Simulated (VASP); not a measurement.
Input of a VASP 6.6.1 run:

The input INCAR:

```
SYSTEM = InPd
PREC     = Accurate       ! precision mode
ENCUT    = 400            ! plane-wave cutoff, eV
EDIFF    = 1E-6           ! SCF threshold, eV
ISMEAR   = 0              ! smearing method
SIGMA    = 0.1            ! smearing width, eV
LREAL    = .FALSE.        ! projectors in reciprocal space
LASPH    = .TRUE.         ! aspherical terms in the spheres
NELM     = 120            ! most SCF steps
ALGO     = Normal         ! electronic algorithm
ISIF     = 2              ! what is computed and relaxed
LWAVE    = .FALSE.        ! write WAVECAR
LCHARG   = .FALSE.        ! write CHGCAR
LDIPOL   = .TRUE.       
IDIPOL   = 3            
DIPOL    = 0.5 0.5 0.498
GGA      = PS             ! functional
NBANDS   = 56             ! bands
GGA_COMPAT= .FALSE.      
NELMDL   = -8
```

KPOINTS

```
regular mesh
0
G
  15 15 1
  0 0 0
```

POSCAR

```
InPd
1.0
    3.2718847800      0.0000000000      0.0000000000
    0.0000000000      3.2718847800      0.0000000000
    0.0000000000      0.0000000000     31.4515966179
Pd In
4 4
Direct
    0.5000000000      0.5000000000      0.3179488826
    0.5000000000      0.5000000000      0.4219780939
    0.5000000000      0.5000000000      0.5236261404
    0.5000000000      0.5000000000      0.6263575126
    0.0000000000      0.0000000000      0.3699634835
    0.0000000000      0.0000000000      0.4739926948
    0.0000000000      0.0000000000      0.5760340348
    0.0000000000      0.0000000000      0.6780181004
```

Potentials or basis: VASP PAW PBE potentials, release 64 (Pd, In_d).

The run is started by

```console
$ cat potpaw_PBE.64/Pd/POTCAR potpaw_PBE.64/In_d/POTCAR > POTCAR
$ mpirun -np 1 vasp_std > vasp.out
```

Predict the largest force.

1.140 eV/Å.

Predict the band gap on the k mesh.

zero (bands 46 and 47 overlap by 1.80 eV).

Forces in eV/Å, atoms in the order of the input:
```
Pd   0.000  0.000  1.140
Pd   0.000  0.000  0.247
Pd   0.000  0.000 -0.018
Pd   0.000  0.000 -0.100
In   0.000  0.000 -1.130
In   0.000  0.000 -0.336
In   0.000  0.000 -0.018
In   0.000  0.000  0.215
```

Caveat: the PAW data sets were made with another functional, which shifts forces and pressure a little; spin-orbit coupling is left out, which moves the levels of the heavy elements.
